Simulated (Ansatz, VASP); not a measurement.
**Two plane-wave programs on InC2**

File INCAR:

```
SYSTEM = InC2
PREC = Accurate ; ENCUT = 600
EDIFF = 1E-6 ; ISMEAR = 0
SIGMA = 0.1 ; LREAL = .False.
LASPH = .True. ; NELM = 100
ALGO = Normal ; ISIF = 3
LWAVE = .False. ; LCHARG = .False.
GGA = PE ; IBRION = 2
NSW = 90 ; EDIFFG = -0.04
```

The input KPOINTS:

```
regular mesh
0
Gamma
  4 4 8
  0 0 0
```

File POSCAR:

```
InC2
1.0
    5.6000802800      0.0000000000      0.0000000000
    0.0000000000      5.6000802800      0.0000000000
    0.0000000000      0.0000000000      2.2194710300
In C
2 4
Direct
    0.5000000000      0.5000000000      0.0000000000
    0.0000000000      0.0000000000      0.0000000000
    0.8631799800      0.6368200200      0.0000000000
    0.1368200200      0.3631799800      0.0000000000
    0.6368200200      0.1368200200      0.0000000000
    0.3631799800      0.8631799800      0.0000000000
```

Input for Ansatz:

```yaml
crystal:
  lattice:
    - [5.60008028, 0.0, 0.0]
    - [0.0, 5.60008028, 0.0]
    - [0.0, 0.0, 2.21947103]
  atoms:
    - { symbol: In, position: [0.5, 0.5, 0.0] }
    - { symbol: In, position: [0.0, 0.0, 0.0] }
    - { symbol: C, position: [0.86317998, 0.63682002, 0.0] }
    - { symbol: C, position: [0.13682002, 0.36317998, 0.0] }
    - { symbol: C, position: [0.63682002, 0.13682002, 0.0] }
    - { symbol: C, position: [0.36317998, 0.86317998, 0.0] }
basis:
  ecutwfc: 420
kpoints:
  mp_grid: { grid: [4, 4, 8] }
hamiltonian:
  xc: pbe
scf:
  occupations: { method: gaussian, width: 0.1 }
  lower_state_search: "off"
output:
  forces: true
  stress: true
  eigenvalues: true
relax:
  adjacent_minimum: "off"
  f_tol: 0.04
  max_steps: 70
  cell: { stress_tol: 0.4 }
```

Alike in both runs: task relaxation of cell and atoms; functional PBE; k mesh 4 × 4 × 8; occupations gaussian, width 0.1 eV; no spin polarisation.

|  | VASP | Ansatz |
| --- | --- | --- |
| version | VASP 6.6.1 | Ansatz 0.2.0 |
| potentials or method | VASP PAW PBE potentials, release 64 (In_d, C), cutoff 600 eV | scalar-relativistic, plane waves, PAW |
| valence electrons in the cell | 42 | 42 |

```csv
,VASP,Ansatz,Ansatz less VASP
"gap on the k mesh at the Fermi level, each at its own relaxed structure (eV)",none,none,-
relaxed volume (Å³/atom),16.39,18.86,+2.474
relaxed cell length with the largest relative difference (Å),3.366,3.847,+0.4806
```

A gap of «none» marks a metal or a gap that the smearing closes. One of these differences is far larger than is usual between the two programs; its cause wasn't traced.

Noted on VASP's run: the volume moved by over 15 % at a fixed basis, so the end points are rough.
